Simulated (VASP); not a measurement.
Runs of VASP 6.6.1 on GaAs. It takes space group I-4m2 (No. 119, tetragonal). Conventional cell: a = 4.007 Å, b = 4.007 Å, c = 5.440 Å, α = 90.00°, β = 90.00°, γ = 90.00°. Within 3.2 Å of Ga (site symmetry -4m2) lie 4 As at 2.42 Å. Within 3.2 Å of As (site symmetry -4m2) lie 4 Ga at 2.42 Å. 

| level | potentials or basis | k mesh | cutoff (eV) | smearing | second run | gap on the mesh (eV) | pressure (GPa) |
| --- | --- | --- | --- | --- | --- | --- | --- |
| PBE | VASP PAW PBE potentials, release 64 (Ga_d, As) | 8 × 8 × 8 | 520 | fermi-dirac 0.02 eV | - | 0.62 | (a) |
| r2SCAN | VASP PAW PBE potentials, release 64 (Ga_d, As) | 8 × 8 × 8 | 520 | gaussian 0.01 eV | - | 1.11 | 3.4 |
| PBE | VASP PAW PBE potentials, release 64 (Ga_d, As) | 4 × 4 × 4 | 520 | gaussian 0.01 eV | - | (b) | 6.5 |
| PBE | VASP PAW PBE potentials, release 64 (Ga_d, As_d) | 8 × 8 × 8 | 600 | fermi-dirac 0.02 eV | valence_matched | 0.62 | 6.0 |

Alike in all rows: task single point; no spin polarisation; cell as given.

Question: Estimate the missing entries.

Answer: (a) 6.3; (b) 0.61.

Caveats: some runs use coarse meshes; the PAW data sets were made with another functional, which shifts forces and pressure a little (some runs).

A k mesh can miss the band edges, and the runs leave out spin-orbit coupling on As, Ga.

The runs don't all hold the same shells in valence.
